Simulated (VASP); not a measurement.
# MoSe (P6_3/mmc) in VASP: a series of runs

The runs below take MoSe through single point, with r2SCAN, PBEsol+U.

Everything below comes from runs of VASP 6.6.1. Logs are shortened: lines on timing, memory, paths and dates and some standing lists are left out, and cuts for length are marked.

## (1) The cell of the first run

Symmetry: P6_3/mmc, No. 194, hexagonal system. Conventional cell: a = 3.228 Å, b = 3.228 Å, c = 7.114 Å, α = 90.00°, β = 90.00°, γ = 120.00°. Within 3.4 Å of Mo (site symmetry -3m) lie 6 Se at 2.58 Å and 6 Mo at 3.23 Å. Within 3.4 Å of Se (site symmetry -6m2) lie 6 Mo at 2.58 Å and 6 Se at 3.23 Å.

## (2) Single point, r2SCAN

File POSCAR:

```
MoSe
1.0
    3.2284874235      0.0000000000      0.0000000000
   -1.6142437117      2.7959521245      0.0000000000
    0.0000000000      0.0000000000      7.1137260779
Mo Se
2 2
Direct
    0.0000000000      0.0000000000      0.0000000000
    0.0000000000      0.0000000000      0.5000000000
    0.3333333333      0.6666666667      0.2500000000
    0.6666666667      0.3333333333      0.7500000000
```

File INCAR.step1:

```
PREC     = Accurate       # precision mode
ENCUT    = 520            # plane-wave cutoff, eV
ISMEAR   = 0              # smearing method
SIGMA    = 0.1            # smearing width, eV
LREAL    = False          # projectors in reciprocal space
LASPH    = True           # aspherical terms in the spheres
NELM     = 80             # most SCF steps
NBANDS   = 28             # bands
GGA      = PE             # functional
ALGO     = Normal         # electronic algorithm
EDIFF    = 1E-4           # SCF threshold, eV
LWAVE    = True           # write WAVECAR
LCHARG   = False          # write CHGCAR
```

File INCAR.step2:

```
PREC     = Accurate       # precision mode
ENCUT    = 520            # plane-wave cutoff, eV
EDIFF    = 1E-6           # SCF threshold, eV
ISMEAR   = 0              # smearing method
SIGMA    = 0.1            # smearing width, eV
LREAL    = False          # projectors in reciprocal space
LASPH    = True           # aspherical terms in the spheres
NELM     = 80             # most SCF steps
ALGO     = Normal         # electronic algorithm
ISIF     = 2              # what is computed and relaxed
LWAVE    = False          # write WAVECAR
LCHARG   = False          # write CHGCAR
METAGGA  = R2SCAN         # meta-GGA
LMIXTAU  = True         
NBANDS   = 28             # bands
ISTART   = 1
```

File KPOINTS:

```
Automatic mesh
0
Gamma
  12 12 6
```

Potentials or basis: VASP PAW PBE potentials, release 64 (Mo_sv, Se).

Started as:

```bash
> cat potpaw_PBE.64/Mo_sv/POTCAR potpaw_PBE.64/Se/POTCAR > POTCAR
> cp INCAR.step1 INCAR
> mpirun -np 1 vasp_std > vasp.out
> cp INCAR.step2 INCAR
> mpirun -np 1 vasp_std > vasp.out
```

OUTCAR:

```text
PREC = Accurate
   ENCUT = 520
   EDIFF = 1E-6
   ISMEAR = 0
   LREAL = False
   LASPH = True
   NELM = 80
   ISIF = 2
   METAGGA = R2SCAN
   ISTART = 1

 ion  position               nearest neighbor table
   1  0.000  0.000  0.000-   3 2.58   4 2.58   3 2.58   4 2.58   4 2.58   3 2.58
   2  0.000  0.000  0.500-   3 2.58   4 2.58   3 2.58   4 2.58   4 2.58   3 2.58
   3  0.333  0.667  0.250-   1 2.58   2 2.58   1 2.58   2 2.58   1 2.58   2 2.58
   4  0.667  0.333  0.750-   1 2.58   2 2.58   1 2.58   2 2.58   1 2.58   2 2.58

  LATTYP: Found a hexagonal cell.
 ALAT       =     3.2284874235
 C/A-ratio  =     2.2034238158

  Lattice vectors:

 A1 = (   3.2284874235,   0.0000000000,   0.0000000000)
 A2 = (  -1.6142437117,   2.7959521245,   0.0000000000)
 A3 = (   0.0000000000,   0.0000000000,   7.1137260779)

Analysis of symmetry for initial positions (statically):
=====================================================================
 Subroutine PRICEL returns:
 Original cell was already a primitive cell.

 Routine SETGRP: Setting up the symmetry group for a
 hexagonal supercell.

 Subroutine GETGRP returns: Found 24 space group operations
 (whereof 12 operations were pure point group operations)
 out of a pool of 24 trial point group operations.

The static configuration has the point symmetry D_3d.
 The point group associated with its full space group is D_6h.

Analysis of symmetry for dynamics (positions and initial velocities):
=====================================================================
 Subroutine PRICEL returns:
 Original cell was already a primitive cell.

 Routine SETGRP: Setting up the symmetry group for a
 hexagonal supercell.

 Subroutine GETGRP returns: Found 24 space group operations
 (whereof 12 operations were pure point group operations)
 out of a pool of 24 trial point group operations.

The dynamic configuration has the point symmetry D_3d.
 The point group associated with its full space group is D_6h.

 Subroutine INISYM returns: Found 24 space group operations
 (whereof 12 operations are pure point group operations),
 and found     1 'primitive' translations

----------------------------------------------------------------------------------------

                                     Primitive cell

  volume of cell :      64.2134

  direct lattice vectors                    reciprocal lattice vectors
     3.228487423  0.000000000  0.000000000     0.309742573  0.178829958  0.000000000
    -1.614243712  2.795952124  0.000000000     0.000000000  0.357659915  0.000000000
     0.000000000  0.000000000  7.113726078     0.000000000  0.000000000  0.140573307

  length of vectors
     3.228487423  3.228487423  7.113726078     0.357659915  0.357659915  0.140573307

  position of ions in fractional coordinates (direct lattice)
     0.000000000  0.000000000  0.000000000
     0.000000000  0.000000000  0.500000000
     0.333333333  0.666666667  0.250000000
     0.666666667  0.333333333  0.750000000

  ion indices of the primitive-cell ions
   primitive index   ion index
                 1           1
                 2           2
                 3           3
                 4           4

----------------------------------------------------------------------------------------

 KPOINTS: Automatic mesh

Automatic generation of k-mesh.
 Grid dimensions read from file:
 generate k-points for:   12   12    6

 Generating k-lattice:

  Cartesian coordinates                     Fractional coordinates (reciprocal lattice)
     0.025811881  0.014902496  0.000000000     0.083333333  0.000000000  0.000000000
     0.000000000  0.029804993  0.000000000     0.000000000  0.083333333  0.000000000
     0.000000000  0.000000000  0.023428885     0.000000000  0.000000000  0.166666667

  Length of vectors
     0.029804993  0.029804993  0.023428885

  Shift w.r.t. Gamma in fractional coordinates (k-lattice)
     0.000000000  0.000000000  0.000000000

 Subroutine IBZKPT returns following result:
 ===========================================

 Found     76 irreducible k-points:

 Following reciprocal coordinates:
            Coordinates               Weight
  0.000000  0.000000  0.000000      1.000000
  0.083333  0.000000  0.000000      6.000000
  0.166667  0.000000  0.000000      6.000000
  0.250000 -0.000000  0.000000      6.000000
  0.333333 -0.000000  0.000000      6.000000
  0.416667  0.000000  0.000000      6.000000
[... 16 lines left out ...]
  0.250000 -0.000000  0.166667     12.000000
  0.333333 -0.000000  0.166667     12.000000
 [... further k-points ...]
   k-points           NKPTS =     76   k-points in BZ     NKDIM =     76   number of bands    NBANDS=     28
   number of dos      NEDOS =    301   number of ions     NIONS =      4
   total plane-waves  NPLWV =  31104
   dimension x,y,z NGX =    24 NGY =   24 NGZ =   54
   dimension x,y,z NGXF=    48 NGYF=   48 NGZF=  108
   ions per type =               2   2
   NGX,Y,Z   is equivalent  to a cutoff of  12.36, 12.36, 12.62 a.u.
   NGXF,Y,Z  is equivalent  to a cutoff of  24.72, 24.72, 25.24 a.u.
 SYSTEM =  unknown system
   PREC   = accura    normal or accurate (medium, high low for compatibility)
   ISTART =      1    job   : 0-new  1-cont  2-samecut
   ICHARG =      0    charge: 1-file 2-atom 10-const
   ISPIN  =      1    spin polarized calculation?
   LNONCOLLINEAR =      F non collinear calculations
   LSORBIT =      F    spin-orbit coupling
   LASPH  =      T    aspherical Exc in radial PAW
   ENCUT  =  520.0 eV  38.22 Ry    6.18 a.u.   6.00  6.00 13.23*2*pi/ulx,y,z
   NELM   =     80;   NELMIN=  2; NELMDL=  0     # of ELM steps
   EDIFF  = 0.1E-05   stopping-criterion for ELM
   LREAL  =      F    real-space projection
   EDIFFG = 0.1E-04   stopping-criterion for IOM
   NSW    =      0    number of steps for IOM
   IBRION =     -1    ionic relax: 0-MD 1-quasi-New 2-CG
   NFREE  =      0    steps in history (QN), initial steepest desc. (CG)
   ISIF   =      2    stress and relaxation
   ISYM   =      2    0-nonsym 1-usesym 2-fastsym
   POTIM  = 0.5000    time-step for ionic-motion
   TEBEG  =    0.0;   TEEND  =   0.0 temperature during run
   PSTRESS=    0.0 pullay stress
   NELECT =      40.0000    total number of electrons
   NUPDOWN=      -1.0000    fix difference up-down
   EMIN   =  10.00;   EMAX   =-10.00  energy-range for DOS
   EFERMI =   0.00;   METHOD = LEGACY
   ISMEAR =     0;   SIGMA  =   0.10  broadening in eV -4-tet -1-fermi 0-gaus
   EFERMI_NEDOS =   21; number of points for ismear=-14 and -15
   IALGO  =     38    algorithm
   IMIX   =      4    mixing-type and parameters
     AMIX     =   0.40;   BMIX     =  1.00
     AMIX_MAG =   1.60;   BMIX_MAG =  1.00
  volume/ion in A,a.u.               =      16.05       108.33
  Fermi-wavevector in a.u.,A,eV,Ry     =   1.398147  2.642115 26.596874  1.954815
  Thomas-Fermi vector in A             =   2.521334
   LORBIT       =      0    0 simple, 1 ext, 2 COOP (PROOUT), +10 PAW based schemes
   METAGGA = R2SCAN    functional components
   LHFCALC =     F    Hartree Fock is set to
   AEXX    =    0.0000 exact exchange contribution
   IVDW    =     0    specifies the selected vdW correction
   LEPSILON=     F    determine dielectric tensor
   LRPA    =     F    only Hartree local field effects (RPA)
 non-spin polarized calculation
 Gauss-broadening in eV      SIGMA  =   0.10
  energy-cutoff  :      520.00
  volume of cell :       64.21
 maximum number of plane-waves:      1764
   NGX = 13   NGY = 13   NGZ = 27

 number of electron      39.9999998 magnetization

 Free energy of the ion-electron system (eV)
  ---------------------------------------------------
  ext. energy  EPLUGINS =         0.00000000
  ---------------------------------------------------
  free energy    TOTEN  =       -80.52371658 eV

  energy without entropy =      -80.50866275  energy(sigma->0) =      -80.51618967

 E-fermi :  11.0238     XC(G=0): -13.2049

 val. band max:       11.0188649950   @ k =   0.0833   0.0833   0.0000
 cond. band min:      11.0315814992   @ k =   0.3333   0.3333   0.3333
 fundamental gap:      0.0127165042
 Fermi energy:        11.0237726379

 k-point     1 :       0.0000    0.0000    0.0000
  band No.  band energies     occupation
      1     -52.4090      2.00000
      2     -52.4032      2.00000
      3     -26.0721      2.00000
      4     -25.9416      2.00000
      5     -25.6238      2.00000
      6     -25.6238      2.00000
[... 20 lines left out ...]
     27      15.3138      0.00000
     28      16.3166      0.00000

 k-point     2 :       0.0833    0.0000    0.0000
  band No.  band energies     occupation
      1     -52.4067      2.00000
      2     -52.4009      2.00000
      3     -26.0663      2.00000
      4     -25.9377      2.00000
      5     -25.6478      2.00000
      6     -25.6374      2.00000
[... 20 lines left out ...]
     27      15.7958      0.00000
     28      16.9652      0.00000

 k-point     3 :       0.1667    0.0000    0.0000
  band No.  band energies     occupation
      1     -52.4003      2.00000
      2     -52.3946      2.00000
      3     -26.0506      2.00000
      4     -25.9271      2.00000
      5     -25.7129      2.00000
      6     -25.6994      2.00000
[... 20 lines left out ...]
     27      16.4462      0.00000
     28      17.8239      0.00000

 k-point     4 :       0.2500   -0.0000    0.0000
  band No.  band energies     occupation
      1     -52.3916      2.00000
      2     -52.3860      2.00000
      3     -26.0292      2.00000
      4     -25.9126      2.00000
      5     -25.8008      2.00000
      6     -25.7832      2.00000
[... 578 lines left out ...]
     27      16.7630      0.00000
     28      18.0093      0.00000

 k-point    23 :       0.2500   -0.0000    0.1667
  band No.  band energies     occupation
      1     -52.3912      2.00000
      2     -52.3864      2.00000
      3     -26.0215      2.00000
      4     -25.9205      2.00000
      5     -25.7995      2.00000
      6     -25.7843      2.00000
[... 20 lines left out ...]
     27      16.8337      0.00000
     28      17.4875      0.00000

 k-point    24 :       0.3333   -0.0000    0.1667
  band No.  band energies     occupation
      1     -52.3825      2.00000
      2     -52.3778      2.00000
      3     -26.0006      2.00000
      4     -25.9062      2.00000
      5     -25.8854      2.00000
      6     -25.8669      2.00000
[... 20 lines left out ...]
     27      16.4903      0.00000
     28      16.8611      0.00000

 [... further k-points ...]

------------------------ aborting loop because EDIFF is reached ----------------------------------------

  FORCE on cell =-STRESS in cart. coord.  units (eV):
  Direction    XX          YY          ZZ          XY          YZ          ZX
  --------------------------------------------------------------------------------------
  -------------------------------------------------------------------------------------
  Total        2.6024867      2.6024867      1.6955984      0.0000000      0.0000000      0.0000000
  in kB       64.9341460     64.9341460     42.3065493      0.0000000      0.0000000      0.0000000
  external PRESSURE =      57.3916138 kB  Pullay stress =       0.0000000 kB

 VOLUME and BASIS-vectors are now :
 -----------------------------------------------------------------------------
  energy-cutoff  :      520.00
  volume of cell :       64.21
      direct lattice vectors                 reciprocal lattice vectors
     3.228487423  0.000000000  0.000000000     0.309742573  0.178829958  0.000000000
    -1.614243712  2.795952124  0.000000000     0.000000000  0.357659915  0.000000000
     0.000000000  0.000000000  7.113726078     0.000000000  0.000000000  0.140573307

 POSITION                                       TOTAL-FORCE (eV/Angst)
 -----------------------------------------------------------------------------------
      0.00000      0.00000      0.00000        -0.000000     -0.000000      0.000000
      0.00000      0.00000      3.55686        -0.000000     -0.000000      0.000000
     -0.00000      1.86397      1.77843        -0.000000      0.000000     -0.000000
      1.61424      0.93198      5.33529         0.000000     -0.000000      0.000000
 -----------------------------------------------------------------------------------
    total drift:                               -0.000000      0.000000      0.000000

  FREE ENERGIE OF THE ION-ELECTRON SYSTEM (eV)
  ---------------------------------------------------
  free  energy   TOTEN  =       -80.5237165807 eV

  energy  without entropy=      -80.5086627516  energy(sigma->0) =      -80.51618967
```

It took 3.3 min on 1 thread of Intel Xeon Platinum 8559C (Emerald Rapids), shared host; peak memory 0.26 GiB.

What came out:

```yaml
Free_energy: -80.5237 eV
Pressure: 5.7 GPa
Band_gap_on_the_k_mesh: zero (bands 20 and 21 overlap by 1.82 eV)
```

Caveat: the cell stands under pressure; the PAW data sets were made with another functional, which shifts forces and pressure a little.

(Continued in part 2 of 2.)

The gap in the log of VASP goes by the Fermi energy; the results here count the filled bands.